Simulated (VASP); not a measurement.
# BN in VASP: notebook

BN is run at these levels: PBE; tasks: G0W0 quasiparticle levels.

Everything below comes from runs of VASP 6.6.1. Logs are shortened: lines on timing, memory, paths and dates and some standing lists are left out, and cuts for length are marked.

## 1. The cell of the first run

The structure is cubic, space group Fm-3m (No. 225). The conventional cell has a = 3.492 Å, b = 3.492 Å, c = 3.492 Å, α = 90.00°, β = 90.00°, γ = 90.00°. B (site symmetry m-3m) has 6 N at 1.75 Å within 2.3 Å. Within 2.3 Å of N (site symmetry m-3m) lie 6 B at 1.75 Å.

## 2. G0W0 quasiparticle levels, PBE

File POSCAR:

```
BN
1.0
    0.0000000000      1.7458259401      1.7458259401
    1.7458259401      0.0000000000      1.7458259401
    1.7458259401      1.7458259401      0.0000000000
B N
1 1
Direct
    0.0000000000      0.0000000000      0.0000000000
    0.5000000000      0.5000000000      0.5000000000
```

File INCAR.step1:

```
SYSTEM = BN
  ALGO = Normal
  EDIFF = 1E-8
  ENCUT = 500
  GGA = PE
  ISMEAR = 0
  LASPH = .True.
  LCHARG = .False.
  LREAL = .False.
  LWAVE = .True.
  NELM = 60
  PREC = Accurate
  SIGMA = 0.01
```

File INCAR.step2:

```
SYSTEM = BN
  ALGO = Exact
  EDIFF = 1E-8
  ENCUT = 500
  GGA = PE
  ISMEAR = 0
  ISTART = 1
  LASPH = .True.
  LCHARG = .False.
  LOPTICS = .True.
  LREAL = .False.
  LWAVE = .True.
  NBANDS = 48
  NELM = 1
  PREC = Accurate
  SIGMA = 0.01
```

File INCAR.step3:

```
SYSTEM = BN
  ALGO = EVGW0
  EDIFF = 1E-8
  ENCUT = 500
  ENCUTGW = 150.0
  GGA = PE
  ISMEAR = 0
  ISTART = 1
  LASPH = .True.
  LCHARG = .False.
  LREAL = .False.
  LWAVE = .False.
  NBANDS = 48
  NBANDSGW = 12
  NELMGW = 1
  NOMEGA = 96
  OMEGAMAX = 20
  PREC = Accurate
  PRECFOCK = Fast
  SIGMA = 0.01
```

File KPOINTS:

```
k-points
0
Gamma
  8 8 8
  0 0 0
```

Potentials or basis: VASP PAW PBE potentials, release 64 (B_GW, N_GW).

The run is started by

```bash
$ cat potpaw_PBE.64/B_GW/POTCAR potpaw_PBE.64/N_GW/POTCAR > POTCAR
$ cp INCAR.step1 INCAR
$ mpirun -np 1 vasp_std > vasp.out
$ cp INCAR.step2 INCAR
$ mpirun -np 1 vasp_std > vasp.out
$ cp INCAR.step3 INCAR
$ mpirun -np 1 vasp_std > vasp.out
```

OUTCAR:

```text
SYSTEM = BN
   EDIFF = 1E-8
   ENCUT = 500
   ENCUTGW = 150.0
   GGA = PE
   ISMEAR = 0
   ISTART = 1
   LASPH = .True.
   LREAL = .False.
   NELMGW = 1
   PREC = Accurate
   PRECFOCK = Fast

 ion  position               nearest neighbor table
   1  0.000  0.000  0.000-   2 1.75   2 1.75   2 1.75   2 1.75   2 1.75   2 1.75
   2  0.500  0.500  0.500-   1 1.75   1 1.75   1 1.75   1 1.75   1 1.75   1 1.75

  LATTYP: Found a face centered cubic cell.
 ALAT       =     3.4916518802

  Lattice vectors:

 A1 = (   0.0000000000,   1.7458259401,   1.7458259401)
 A2 = (   1.7458259401,   0.0000000000,   1.7458259401)
 A3 = (   1.7458259401,   1.7458259401,   0.0000000000)

Analysis of symmetry for initial positions (statically):
=====================================================================
 Subroutine PRICEL returns:
 Original cell was already a primitive cell.

 Routine SETGRP: Setting up the symmetry group for a
 face centered cubic supercell.

 Subroutine GETGRP returns: Found 48 space group operations
 (whereof 48 operations were pure point group operations)
 out of a pool of 48 trial point group operations.

The static configuration has the point symmetry O_h .

Analysis of symmetry for dynamics (positions and initial velocities):
=====================================================================
 Subroutine PRICEL returns:
 Original cell was already a primitive cell.

 Routine SETGRP: Setting up the symmetry group for a
 face centered cubic supercell.

 Subroutine GETGRP returns: Found 48 space group operations
 (whereof 48 operations were pure point group operations)
 out of a pool of 48 trial point group operations.

The dynamic configuration has the point symmetry O_h .

 Subroutine INISYM returns: Found 48 space group operations
 (whereof 48 operations are pure point group operations),
 and found     1 'primitive' translations

----------------------------------------------------------------------------------------

                                     Primitive cell

  volume of cell :      10.6422

  direct lattice vectors                    reciprocal lattice vectors
     0.000000000  1.745825940  1.745825940    -0.286397394  0.286397394  0.286397394
     1.745825940  0.000000000  1.745825940     0.286397394 -0.286397394  0.286397394
     1.745825940  1.745825940  0.000000000     0.286397394  0.286397394 -0.286397394

  length of vectors
     2.468970722  2.468970722  2.468970722     0.496054838  0.496054838  0.496054838

  position of ions in fractional coordinates (direct lattice)
     0.000000000  0.000000000  0.000000000
     0.500000000  0.500000000  0.500000000

  ion indices of the primitive-cell ions
   primitive index   ion index
                 1           1
                 2           2

----------------------------------------------------------------------------------------

 KPOINTS: k-points

Automatic generation of k-mesh.
 Grid dimensions read from file:
 generate k-points for:    8    8    8

 Generating k-lattice:

  Cartesian coordinates                     Fractional coordinates (reciprocal lattice)
    -0.035799674  0.035799674  0.035799674     0.125000000  0.000000000  0.000000000
     0.035799674 -0.035799674  0.035799674     0.000000000  0.125000000  0.000000000
     0.035799674  0.035799674 -0.035799674     0.000000000  0.000000000  0.125000000

  Length of vectors
     0.062006855  0.062006855  0.062006855

  Shift w.r.t. Gamma in fractional coordinates (k-lattice)
     0.000000000  0.000000000  0.000000000

 Subroutine IBZKPT returns following result:
 ===========================================

 Found     29 irreducible k-points:

 Following reciprocal coordinates:
            Coordinates               Weight
  0.000000  0.000000  0.000000      1.000000
  0.125000  0.000000  0.000000      8.000000
  0.250000  0.000000  0.000000      8.000000
  0.375000  0.000000  0.000000      8.000000
  0.500000  0.000000  0.000000      4.000000
  0.125000  0.125000  0.000000      6.000000
[... 16 lines left out ...]
  0.500000  0.250000  0.125000     48.000000
 -0.375000  0.250000  0.125000     24.000000
 [... further k-points ...]
   k-points           NKPTS =     29   k-points in BZ     NKDIM =    512   number of bands    NBANDS=     48
   number of dos      NEDOS =    301   number of ions     NIONS =      2
   total plane-waves  NPLWV =   5832
   dimension x,y,z NGX =    18 NGY =   18 NGZ =   18
   dimension x,y,z NGXF=    36 NGYF=   36 NGZF=   36
   ions per type =               1   1
   NGX,Y,Z   is equivalent  to a cutoff of  12.12, 12.12, 12.12 a.u.
   NGXF,Y,Z  is equivalent  to a cutoff of  24.24, 24.24, 24.24 a.u.
 SYSTEM =  BN
   PREC   = accura    normal or accurate (medium, high low for compatibility)
   ISTART =      1    job   : 0-new  1-cont  2-samecut
   ICHARG =      0    charge: 1-file 2-atom 10-const
   ISPIN  =      1    spin polarized calculation?
   LNONCOLLINEAR =      F non collinear calculations
   LSORBIT =      F    spin-orbit coupling
   LASPH  =      T    aspherical Exc in radial PAW
   ENCUT  =  500.0 eV  36.75 Ry    6.06 a.u.   4.50  4.50  4.50*2*pi/ulx,y,z
   NELM   =     60;   NELMIN=  2; NELMDL=  0     # of ELM steps
   EDIFF  = 0.1E-07   stopping-criterion for ELM
   LREAL  =      F    real-space projection
   EDIFFG = 0.1E-06   stopping-criterion for IOM
   NSW    =      0    number of steps for IOM
   IBRION =     -1    ionic relax: 0-MD 1-quasi-New 2-CG
   NFREE  =      0    steps in history (QN), initial steepest desc. (CG)
   ISIF   =      0    stress and relaxation
   ISYM   =      3    0-nonsym 1-usesym 2-fastsym
   POTIM  = 0.5000    time-step for ionic-motion
   TEBEG  =    0.0;   TEEND  =   0.0 temperature during run
   PSTRESS=    0.0 pullay stress
   NELECT =       8.0000    total number of electrons
   NUPDOWN=      -1.0000    fix difference up-down
   EMIN   =  10.00;   EMAX   =-10.00  energy-range for DOS
   EFERMI =   0.00;   METHOD = LEGACY
   ISMEAR =     0;   SIGMA  =   0.01  broadening in eV -4-tet -1-fermi 0-gaus
   EFERMI_NEDOS =   21; number of points for ismear=-14 and -15
   IALGO  =     38    algorithm
   IMIX   =      4    mixing-type and parameters
     AMIX     =   0.40;   BMIX     =  1.00
     AMIX_MAG =   1.60;   BMIX_MAG =  1.00
  volume/ion in A,a.u.               =       5.32        35.91
  Fermi-wavevector in a.u.,A,eV,Ry     =   1.488540  2.812933 30.147133  2.215752
  Thomas-Fermi vector in A             =   2.601562
   LORBIT       =      0    0 simple, 1 ext, 2 COOP (PROOUT), +10 PAW based schemes
   GGA     = PE    functional components
   LHFCALC =     T    Hartree Fock is set to
   PRECFOCK=fast      Normal, Fast or Accurate (Low or Medium for compatibility)
   ENCUT4O =  -1.0   cutoff for four orbital integrals eV
   NKREDX  =     1    reduce k-point grid by
   NKREDY  =     1    reduce k-point grid by
   NKREDZ  =     1    reduce k-point grid by
   AEXX    =    1.0000 exact exchange contribution
   HFSCREEN=    0.0000 screening length (either q_TF or 0.3 A-1)
   HFSCREENC=   0.0000 screening length for correlation (either q_TF or 0.3 A-1)
   ENCUTFOCK=  -1.0 apply spherical cutoff to Coloumb kernel
   IVDW    =     0    specifies the selected vdW correction
   LEPSILON=     F    determine dielectric tensor
   LRPA    =     F    only Hartree local field effects (RPA)
   LRPAFORCE           =     F    calculate RPA forces
   ENCUTGW             = 150.0    cutoff for response function in eV
   ENCUTGWSOFT         = 120.0    soft cutoff for Coulomb kernel in GW response function in eV
   ENCUTLF             =  -1.0    cutoff for local field effects
   NELMGW              =     1    number of iterations in solving QP/BSE equation
   NELMHF              =     1    number of iterations in the inner HF iteration
   NKREDLFX            =     1    NKREDLFY  =   1   NKREDLFZ  =   1
 non-spin polarized calculation
 Gauss-broadening in eV      SIGMA  =   0.01
  energy-cutoff  :      500.00
  volume of cell :       10.64
 maximum number of plane-waves:       290
 NGX is ok and might be reduce to    18
  NGX = 12; NGY = 12; NGZ = 12
   NGX =  9   NGY =  9   NGZ =  9
 maximum number of plane-waves:        59

 QP shifts <psi_nk| G(iteration)W_0 |psi_nk>: iteration 1
 for sc-GW calculations column KS-energies equals QP-energies in previous step
 and V_xc(KS)=  KS-energies - (<T + V_ion + V_H > + <T+V_H+V_ion>^1  + <V_x>^1)

 k-point   1 :       0.0000    0.0000    0.0000
  band No.  KS-energies  QP-energies   sigma(KS)   V_xc(KS)     V^pw_x(r,r')   Z            occupation Imag(sigma)

      1     -12.0372     -13.3481     -17.0817     -15.3640     -26.4592       0.7631       2.0000       1.8628
      2       9.5909       9.3134     -18.0041     -17.6553     -20.9561       0.7954       2.0000       0.0386
      3       9.5909       9.3134     -18.0041     -17.6553     -20.9561       0.7954       2.0000       0.0386
      4       9.5909       9.3134     -18.0041     -17.6553     -20.9561       0.7954       2.0000       0.0386
      5      19.6887      20.4608     -15.9667     -16.9679      -9.6215       0.7713       0.0000      -0.1300
      6      22.5543      23.5079     -13.5289     -14.7921      -5.6416       0.7549       0.0000      -0.2779
      7      22.5543      23.5079     -13.5289     -14.7921      -5.6416       0.7549       0.0000      -0.2779
      8      22.5543      23.5079     -13.5289     -14.7921      -5.6416       0.7549       0.0000      -0.2779
      9      29.0683      29.6499     -12.2099     -12.9125      -5.9671       0.8278       0.0000      -0.2775
     10      29.0683      29.6499     -12.2099     -12.9125      -5.9671       0.8278       0.0000      -0.2775
     11      29.0683      29.6499     -12.2099     -12.9125      -5.9671       0.8278       0.0000      -0.2775
     12      34.6749      34.9963     -10.5276     -10.9258      -3.0131       0.8069       0.0000      -0.4412

 k-point   2 :       0.1250    0.0000    0.0000
  band No.  KS-energies  QP-energies   sigma(KS)   V_xc(KS)     V^pw_x(r,r')   Z            occupation Imag(sigma)
[... 353 lines left out ...]
      1      -5.7534      -6.7074     -17.9542     -16.7122     -26.0894       0.7681       2.0000       1.0916
      2      -1.1017      -1.9505     -15.9025     -14.7878     -21.6463       0.7614       2.0000       0.4000
      3       4.9525       4.3967     -17.0459     -16.3287     -20.9299       0.7749       2.0000       0.0883
      4       6.9414       6.4902     -16.8422     -16.2711     -19.8112       0.7901       2.0000       0.0460
      5      16.6042      17.3598     -14.5561     -15.5064      -9.3173       0.7952       0.0000      -0.0605
      6      17.1588      17.9661     -13.0541     -14.0699      -7.1564       0.7948       0.0000      -0.0687
      7      22.0146      23.1317     -15.1437     -16.5899      -8.3312       0.7724       0.0000      -0.1625
      8      25.1858      26.2826     -15.7818     -17.2584      -7.5069       0.7428       0.0000      -0.4243
      9      31.4782      32.0441     -12.1013     -12.8074      -4.5179       0.8016       0.0000      -0.6089
     10      33.2559      33.8365     -12.1235     -12.8516      -4.1715       0.7974       0.0000      -0.8029
     11      43.1783      43.8987     -12.3589     -13.2381      -3.9787       0.8193       0.0000      -1.5200
     12      44.7568      45.7408     -12.1445     -13.3254      -4.0017       0.8333       0.0000      -1.4815

 [... further k-points ...]
```

Wall time 4.1 min (1 thread of Intel Xeon Platinum 8259CL at 2.50GHz (Skylake/Cascade Lake), shared host); peak memory 0.39 GiB.

Results:

```
Quasiparticle gap                                   : 1.81 eV
Least direct quasiparticle gap                      : 6.80 eV
Band gap of the starting levels on the mesh         : 1.33 eV
Least direct gap of the starting levels on the mesh : 5.84 eV
```

Caveat: the k points lie up to 0.39 Å⁻¹ apart; bands, screening cutoff and mesh are small and nothing is extrapolated, so the quasiparticle values aren't converged; the structure was generated, so it needn't be the stable form of BN.

(Part 1 of 2 ends here.)
